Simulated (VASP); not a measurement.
Runs of VASP 6.6.1 on TiTe2. The structure is that of space group Fm-3m (No. 225), or close to it. The cells are those of the table. 

```tsv
level	cell	gap on the mesh (eV)	pressure (GPa)
r2SCAN	a = 4.865 Å, angles 60.0°, 3 atoms	none	0.1
PBE	a = 4.907 Å, angles 60.0°, 3 atoms	none	-1.6
r2SCAN	a = 4.960 Å, angles 60.0°, 3 atoms	none	-3.0
PBE	a = 4.810 Å, angles 60.0°, 3 atoms	none	(a)
r2SCAN	a = 4.913 Å, angles 60.0°, 3 atoms	none	-1.6
PBE	a = 4.760 Å, angles 60.0°, 3 atoms	none	4.3
PBE	a = 4.865 Å, angles 60.0°, 3 atoms	none	-0.2
PBE	a = 4.954 Å, angles 60.0°, 3 atoms	none	-3.0
PBE	a = 4.859 Å, angles 60.0°, 3 atoms	none	0.0
r2SCAN	a = 4.816 Å, angles 60.0°, 3 atoms	none	(b)
r2SCAN	a = 4.766 Å, angles 60.0°, 3 atoms	none	4.3
```

Alike in all rows: task single point; potentials or basis VASP PAW PBE potentials, release 64 (Ti_sv, Te); no spin polarisation; k mesh 6 × 6 × 6; cutoff (eV) 520; smearing fermi-dirac 0.02 eV.

Problem. Fill in the values left out.

Solution. (a) 1.9; (b) 2.0.

Caveats: spin-orbit coupling is left out, which moves the levels of the heavy elements; the PAW data sets were made with another functional, which shifts forces and pressure a little (some runs).

A k mesh can miss the band edges, and the runs leave out spin-orbit coupling on Te.

A gap of «none» marks levels without a gap at the run's occupations.
